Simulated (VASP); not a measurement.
# SnSe in VASP: single point with LDA

Aim: the single point of SnSe with LDA.

Everything below comes from runs of VASP 6.6.1. Logs are shortened: lines on timing, memory, paths and dates and some standing lists are left out, and cuts for length are marked.

## Step 1: The cell of the first run

The cell holds a slab with vacuum, 4 atoms: a = 4.285 Å, b = 4.285 Å, c = 10.991 Å, α = 90.00°, β = 90.00°, γ = 90.00°.

## Step 2: Single point, LDA (atom 3 (Se) moved -0.180 Å towards its neighbour atom 2 (Sn) at 3.033 Å)

Contents of INCAR:

```
PREC     = Accurate       # precision mode
ENCUT    = 520            # plane-wave cutoff, eV
EDIFF    = 1E-6           # SCF threshold, eV
ISMEAR   = 0              # smearing method
SIGMA    = 0.05           # smearing width, eV
LREAL    = False          # projectors in reciprocal space
LASPH    = True           # aspherical terms in the spheres
NELM     = 60             # most SCF steps
ALGO     = Normal         # electronic algorithm
ISIF     = 2              # what is computed and relaxed
LWAVE    = False          # write WAVECAR
LCHARG   = False          # write CHGCAR
NBANDS   = 28             # bands
```

Contents of KPOINTS:

```
Automatic mesh
0
Gamma
  6 6 4
```

Contents of POSCAR:

```
SnSe
1.0
    4.2853274191      0.0000000000      0.0000000000
    0.0000000000      4.2853274191      0.0000000000
    0.0000000000      0.0000000000     10.9906921300
Sn Se
2 2
Direct
    0.5000000000      0.0000000000      0.3722291100
    0.0000000000      0.5000000000      0.6277708900
    0.5296743146      0.0296743146      0.6153432475
    0.0000000000      0.5000000000      0.3839605100
```

Potentials or basis: VASP PAW LDA potentials, release 64 (Sn_d, Se).

Launch:

```console
cat potpaw_LDA.64/Sn_d/POTCAR potpaw_LDA.64/Se/POTCAR > POTCAR
mpirun -np 1 vasp_std > vasp.out
```

OUTCAR:

```text
PREC = Accurate
   ENCUT = 520
   EDIFF = 1E-6
   ISMEAR = 0
   LREAL = False
   LASPH = True
   NELM = 60
   ISIF = 2

 ion  position               nearest neighbor table
   1  0.500  0.000  0.372-   3 2.68   4 3.03   4 3.03   4 3.03   4 3.03
   2  0.000  0.500  0.628-   4 2.68   3 2.85   3 3.04   3 3.04   3 3.21
   3  0.530  0.030  0.615-   1 2.68   2 2.85   2 3.04   2 3.04   2 3.21
   4  0.000  0.500  0.384-   2 2.68   1 3.03   1 3.03   1 3.03   1 3.03

  LATTYP: Found a simple tetragonal cell.
 ALAT       =     4.2853274191
 C/A-ratio  =     2.5647263453

  Lattice vectors:

 A1 = (   4.2853274191,   0.0000000000,   0.0000000000)
 A2 = (   0.0000000000,   4.2853274191,   0.0000000000)
 A3 = (   0.0000000000,   0.0000000000,  10.9906921300)

Analysis of symmetry for initial positions (statically):
=====================================================================
 Subroutine PRICEL returns:
 Original cell was already a primitive cell.

 Routine SETGRP: Setting up the symmetry group for a
 simple tetragonal supercell.

 Subroutine GETGRP returns: Found  2 space group operations
 (whereof  1 operations were pure point group operations)
 out of a pool of 16 trial point group operations.

The static configuration has the point symmetry C_1 .
 The point group associated with its full space group is C_1h.

Analysis of symmetry for dynamics (positions and initial velocities):
=====================================================================
 Subroutine PRICEL returns:
 Original cell was already a primitive cell.

 Routine SETGRP: Setting up the symmetry group for a
 simple tetragonal supercell.

 Subroutine GETGRP returns: Found  2 space group operations
 (whereof  1 operations were pure point group operations)
 out of a pool of 16 trial point group operations.

The dynamic configuration has the point symmetry C_1 .
 The point group associated with its full space group is C_1h.

 Subroutine INISYM returns: Found  2 space group operations
 (whereof  1 operations are pure point group operations),
 and found     1 'primitive' translations

----------------------------------------------------------------------------------------

                                     Primitive cell

  volume of cell :     201.8334

  direct lattice vectors                    reciprocal lattice vectors
     4.285327419  0.000000000  0.000000000     0.233354398  0.000000000  0.000000000
     0.000000000  4.285327419  0.000000000     0.000000000  0.233354398  0.000000000
     0.000000000  0.000000000 10.990692130     0.000000000  0.000000000  0.090986081

  length of vectors
     4.285327419  4.285327419 10.990692130     0.233354398  0.233354398  0.090986081

  position of ions in fractional coordinates (direct lattice)
     0.500000000  0.000000000  0.372229110
     0.000000000  0.500000000  0.627770890
     0.529674315  0.029674315  0.615343248
     0.000000000  0.500000000  0.383960510

  ion indices of the primitive-cell ions
   primitive index   ion index
                 1           1
                 2           2
                 3           3
                 4           4

----------------------------------------------------------------------------------------

 KPOINTS: Automatic mesh

Automatic generation of k-mesh.
 Grid dimensions read from file:
 generate k-points for:    6    6    4

 Generating k-lattice:

  Cartesian coordinates                     Fractional coordinates (reciprocal lattice)
     0.038892400  0.000000000  0.000000000     0.166666667  0.000000000  0.000000000
     0.000000000  0.038892400  0.000000000     0.000000000  0.166666667  0.000000000
     0.000000000  0.000000000  0.022746520     0.000000000  0.000000000  0.250000000

  Length of vectors
     0.038892400  0.038892400  0.022746520

  Shift w.r.t. Gamma in fractional coordinates (k-lattice)
     0.000000000  0.000000000  0.000000000

 Subroutine IBZKPT returns following result:
 ===========================================

 Found     47 irreducible k-points:

 Following reciprocal coordinates:
            Coordinates               Weight
  0.000000  0.000000  0.000000      1.000000
  0.166667  0.000000  0.000000      4.000000
  0.333333  0.000000  0.000000      4.000000
  0.500000  0.000000  0.000000      2.000000
  0.166667  0.166667  0.000000      2.000000
 -0.166667  0.166667  0.000000      2.000000
[... 16 lines left out ...]
  0.333333  0.166667  0.250000      4.000000
 -0.166667  0.333333  0.250000      4.000000
 [... further k-points ...]
   k-points           NKPTS =     47   k-points in BZ     NKDIM =     47   number of bands    NBANDS=     28
   number of dos      NEDOS =    301   number of ions     NIONS =      4
   total plane-waves  NPLWV =  86016
   dimension x,y,z NGX =    32 NGY =   32 NGZ =   84
   dimension x,y,z NGXF=    64 NGYF=   64 NGZF=  168
   ions per type =               2   2
   NGX,Y,Z   is equivalent  to a cutoff of  12.41, 12.41, 12.71 a.u.
   NGXF,Y,Z  is equivalent  to a cutoff of  24.83, 24.83, 25.41 a.u.
 SYSTEM =  unknown system
   PREC   = accura    normal or accurate (medium, high low for compatibility)
   ISTART =      0    job   : 0-new  1-cont  2-samecut
   ICHARG =      2    charge: 1-file 2-atom 10-const
   ISPIN  =      1    spin polarized calculation?
   LNONCOLLINEAR =      F non collinear calculations
   LSORBIT =      F    spin-orbit coupling
   LASPH  =      T    aspherical Exc in radial PAW
   ENCUT  =  520.0 eV  38.22 Ry    6.18 a.u.   7.97  7.97 20.44*2*pi/ulx,y,z
   NELM   =     60;   NELMIN=  2; NELMDL= -5     # of ELM steps
   EDIFF  = 0.1E-05   stopping-criterion for ELM
   LREAL  =      F    real-space projection
   EDIFFG = 0.1E-04   stopping-criterion for IOM
   NSW    =      0    number of steps for IOM
   IBRION =     -1    ionic relax: 0-MD 1-quasi-New 2-CG
   NFREE  =      0    steps in history (QN), initial steepest desc. (CG)
   ISIF   =      2    stress and relaxation
   ISYM   =      2    0-nonsym 1-usesym 2-fastsym
   POTIM  = 0.5000    time-step for ionic-motion
   TEBEG  =    0.0;   TEEND  =   0.0 temperature during run
   PSTRESS=    0.0 pullay stress
   NELECT =      40.0000    total number of electrons
   NUPDOWN=      -1.0000    fix difference up-down
   EMIN   =  10.00;   EMAX   =-10.00  energy-range for DOS
   EFERMI =   0.00;   METHOD = LEGACY
   ISMEAR =     0;   SIGMA  =   0.05  broadening in eV -4-tet -1-fermi 0-gaus
   EFERMI_NEDOS =   21; number of points for ismear=-14 and -15
   IALGO  =     38    algorithm
   IMIX   =      4    mixing-type and parameters
     AMIX     =   0.40;   BMIX     =  1.00
     AMIX_MAG =   1.60;   BMIX_MAG =  1.00
  volume/ion in A,a.u.               =      50.46       340.51
  Fermi-wavevector in a.u.,A,eV,Ry     =   0.954473  1.803693 12.395171  0.911019
  Thomas-Fermi vector in A             =   2.083223
   LORBIT       =      0    0 simple, 1 ext, 2 COOP (PROOUT), +10 PAW based schemes
   GGA     = CA    functional components
   LHFCALC =     F    Hartree Fock is set to
   AEXX    =    0.0000 exact exchange contribution
   IVDW    =     0    specifies the selected vdW correction
   LEPSILON=     F    determine dielectric tensor
   LRPA    =     F    only Hartree local field effects (RPA)
 non-spin polarized calculation
 Gauss-broadening in eV      SIGMA  =   0.05
  energy-cutoff  :      520.00
  volume of cell :      201.83
 maximum number of plane-waves:      5480
   NGX = 15   NGY = 15   NGZ = 41

 number of electron      40.0000018 magnetization

 Free energy of the ion-electron system (eV)
  ---------------------------------------------------
  ext. energy  EPLUGINS =         0.00000000
  ---------------------------------------------------
  free energy    TOTEN  =       -18.41280807 eV

  energy without entropy =      -18.41280807  energy(sigma->0) =      -18.41280807

 E-fermi :   0.6723     XC(G=0):  -6.2324

 val. band max:        0.3762543240   @ k =   0.3333   0.0000   0.5000
 cond. band min:       1.8440507355   @ k =   0.3333   0.0000   0.5000
 fundamental gap:      1.4677964115
 Fermi energy:         0.6723075837

 k-point     1 :       0.0000    0.0000    0.0000
  band No.  band energies     occupation
      1     -20.5604      2.00000
      2     -20.5548      2.00000
      3     -20.5521      2.00000
      4     -20.5444      2.00000
      5     -20.5401      2.00000
      6     -20.5194      2.00000
[... 20 lines left out ...]
     27       5.7993      0.00000
     28       6.1863      0.00000

 k-point     2 :       0.1667    0.0000    0.0000
  band No.  band energies     occupation
      1     -20.5582      2.00000
      2     -20.5566      2.00000
      3     -20.5490      2.00000
      4     -20.5432      2.00000
      5     -20.5413      2.00000
      6     -20.5197      2.00000
[... 20 lines left out ...]
     27       5.6863      0.00000
     28       5.8372      0.00000

 k-point     3 :       0.3333    0.0000    0.0000
  band No.  band energies     occupation
      1     -20.5601      2.00000
      2     -20.5547      2.00000
      3     -20.5476      2.00000
      4     -20.5415      2.00000
      5     -20.5373      2.00000
      6     -20.5212      2.00000
[... 20 lines left out ...]
     27       5.4473      0.00000
     28       6.9306      0.00000

 k-point     4 :       0.5000    0.0000    0.0000
  band No.  band energies     occupation
      1     -20.5619      2.00000
      2     -20.5532      2.00000
      3     -20.5494      2.00000
      4     -20.5388      2.00000
      5     -20.5339      2.00000
      6     -20.5225      2.00000
[... 578 lines left out ...]
     27       5.6483      0.00000
     28       6.7203      0.00000

 k-point    23 :       0.3333    0.1667    0.2500
  band No.  band energies     occupation
      1     -20.5639      2.00000
      2     -20.5544      2.00000
      3     -20.5505      2.00000
      4     -20.5371      2.00000
      5     -20.5344      2.00000
      6     -20.5205      2.00000
[... 20 lines left out ...]
     27       5.8566      0.00000
     28       6.3744      0.00000

 k-point    24 :      -0.1667    0.3333    0.2500
  band No.  band energies     occupation
      1     -20.5640      2.00000
      2     -20.5537      2.00000
      3     -20.5505      2.00000
      4     -20.5374      2.00000
      5     -20.5351      2.00000
      6     -20.5207      2.00000
[... 20 lines left out ...]
     27       5.8529      0.00000
     28       6.3561      0.00000

 [... further k-points ...]

------------------------ aborting loop because EDIFF is reached ----------------------------------------

  FORCE on cell =-STRESS in cart. coord.  units (eV):
  Direction    XX          YY          ZZ          XY          YZ          ZX
  --------------------------------------------------------------------------------------
  -------------------------------------------------------------------------------------
  Total       -1.9945724     -1.9945724     -0.5062828      0.1973629     -0.3740884     -0.3740883
  in kB      -15.8331498    -15.8331498     -4.0189326      1.5666896     -2.9695575     -2.9695571
  external PRESSURE =     -11.8950774 kB  Pullay stress =       0.0000000 kB

 VOLUME and BASIS-vectors are now :
 -----------------------------------------------------------------------------
  energy-cutoff  :      520.00
  volume of cell :      201.83
      direct lattice vectors                 reciprocal lattice vectors
     4.285327419  0.000000000  0.000000000     0.233354398  0.000000000  0.000000000
     0.000000000  4.285327419  0.000000000     0.000000000  0.233354398  0.000000000
     0.000000000  0.000000000 10.990692130     0.000000000  0.000000000  0.090986081

 POSITION                                       TOTAL-FORCE (eV/Angst)
 -----------------------------------------------------------------------------------
      2.14266      0.00000      4.09106        -0.038620     -0.038620      0.170091
      0.00000      2.14266      6.89964         0.019984      0.019984     -0.202889
      2.26983      0.12716      6.76305        -0.170177     -0.170177      0.034632
      0.00000      2.14266      4.21999         0.188813      0.188813     -0.001834
 -----------------------------------------------------------------------------------
    total drift:                               -0.000145     -0.000145      0.000011

  FREE ENERGIE OF THE ION-ELECTRON SYSTEM (eV)
  ---------------------------------------------------
  free  energy   TOTEN  =       -18.4128080685 eV

  energy  without entropy=      -18.4128080685  energy(sigma->0) =      -18.41280807
```

Run time: 2.4 min. Hardware: 1 thread of Intel Xeon Platinum 8375C at 2.90GHz (Ice Lake), shared host; peak memory 0.38 GiB.

What came out:

```yaml
Free_energy: -18.4128 eV
Largest_force: 0.267 eV/Å
Band_gap_on_the_k_mesh: 1.47 eV
```

Forces in eV/Å, atoms in the order of the input:
```
Sn  -0.039 -0.039  0.170
Sn   0.020  0.020 -0.203
Se  -0.170 -0.170  0.035
Se   0.189  0.189 -0.002
```

Levels at points of the mesh, in eV from the valence-band top:
```csv
k point,band 17,band 18,band 19,band 20,band 21,band 22,band 23,band 24
"(0.00, 0.00, 0.00)",-2.91,-1.60,-1.58,-0.16,1.66,3.63,3.85,4.46
"(0.50, 0.00, 0.00)",-1.56,-1.32,-0.20,-0.13,1.47,1.56,2.06,2.37
"(0.50, 0.50, 0.00)",-3.11,-3.09,-1.58,-1.56,3.63,3.73,4.75,4.83
"(0.00, 0.00, 0.50)",-2.91,-1.60,-1.58,-0.16,1.53,3.64,4.44,4.49
"(0.50, 0.00, 0.50)",-1.56,-1.32,-0.20,-0.13,1.48,1.56,2.06,2.37
"(0.50, 0.50, 0.50)",-3.11,-3.09,-1.58,-1.55,3.60,3.70,4.81,4.88
```

Caveat: the cell differs from its parent crystal (atom 3 (Se) moved -0.180 Å towards its neighbour atom 2 (Sn) at 3.033 Å); spin-orbit coupling is left out, which moves the levels of the heavy elements.
